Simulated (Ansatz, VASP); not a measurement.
**Ni in VASP and in Ansatz**

INCAR

```
ALGO = Normal
EDIFF = 1E-6
EDIFFG = -0.005
ENCUT = 600
GGA = PS
IBRION = 2
ISIF = 3
ISMEAR = -1
ISPIN = 2
LASPH = T
LCHARG = F
LMAXMIX = 4
LORBIT = 11
LREAL = F
LWAVE = F
MAGMOM = 1
NELM = 150
NSW = 60
PREC = Accurate
SIGMA = 0.05
```

Contents of KPOINTS:

```
k-points
0
Gamma
  19 19 19
```

File POSCAR:

```
Ni
1.0
    0.0000000000      1.7319783131      1.7319783131
    1.7319783131      0.0000000000      1.7319783131
    1.7319783131      1.7319783131      0.0000000000
Ni
1
Direct
    0.0000000000      0.0000000000      0.0000000000
```

Input for Ansatz:

```yaml
crystal:
  lattice:
    - [0.0, 1.7319783131, 1.7319783131]
    - [1.7319783131, 0.0, 1.7319783131]
    - [1.7319783131, 1.7319783131, 0.0]
  atoms:
    - { symbol: Ni, position: [0.0, 0.0, 0.0], spin: 1.0 }
magnetization:
  spin_polarized: true
kpoints:
  mp_grid: { grid: [19, 19, 19] }
scf:
  occupations: { method: fermi_dirac, width: 0.05 }
hamiltonian:
  xc: pbesol
  pseudopotentials: { kind: paw }
output:
  forces: true
  stress: true
relax:
  f_tol: 0.005
  max_steps: 40
  cell: {}
```

Alike in both runs: task relaxation of cell and atoms; functional PBEsol; k mesh 19 × 19 × 19; occupations fermi-dirac, width 0.05 eV; collinear spin.

```csv
,VASP,Ansatz
version,VASP 6.6.1,Ansatz 0.2.0
potentials or method,"VASP PAW PBE potentials, release 64 (Ni)","PAW with Ansatz's default frozen-core files, scalar-relativistic"
plane-wave cutoff (eV),600,420
valence electrons in the cell,10,18
```

Ansatz gave:

* net moment per atom (μB): 0.62
* size of the moment on the site where the two differ most (μB): 0.65
* relaxed volume (Å³/atom): 10.39
* relaxed cell length with the largest relative difference (Å): 2.449

**Question.** What did VASP give for the same quantities?

**Answer.** net moment per atom (μB): 0.60; size of the moment on the site where the two differ most (μB): 0.60; relaxed volume (Å³/atom): 10.37; relaxed cell length with the largest relative difference (Å): 2.448.

VASP's potentials were made for PBE, not for PBEsol. Site moments also hang on the region over which each program counts them. VASP's potentials hold 10 valence electrons a cell and Ansatz's 18, so a difference there can come from the potentials and not from the codes.
